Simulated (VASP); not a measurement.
A run of VASP 6.6.1:

Contents of INCAR:

```
  PREC = Accurate
  ENCUT = 520
  EDIFF = 1E-6
  ISMEAR = 0
  SIGMA = 0.02
  LREAL = False
  LASPH = True
  NELM = 80
  ALGO = Normal
  ISIF = 2
  LWAVE = False
  LCHARG = False
  GGA = PS
  NBANDS = 17
```

Contents of KPOINTS:

```
regular mesh
0
Gamma
  11 11 11
```

Contents of POSCAR:

```
TePb
1.0
    0.0000000000      3.1983614049      3.1983614049
    3.1983614049      0.0000000000      3.1983614049
    3.1983614049      3.1983614049      0.0000000000
Pb Te
1 1
Direct
    0.0000000000      0.0000000000      0.0000000000
    0.5000000000      0.5000000000      0.5000000000
```

Potentials or basis: VASP PAW PBE potentials, release 64 (Pb_d, Te).

Launch:

```sh
$ cat potpaw_PBE.64/Pb_d/POTCAR potpaw_PBE.64/Te/POTCAR > POTCAR
$ mpirun -np 1 vasp_std > vasp.out
```

Hardware: 1 thread of Intel(R) Xeon(R) 6975P-C (Granite Rapids), on a shared host.

Q: Estimate the wall time of this run.

A: Run time: 25 s on 1 thread of Intel(R) Xeon(R) 6975P-C (Granite Rapids), with other jobs on the host, peak memory 0.24 GiB. Counts: scf iterations 12, k points 56.
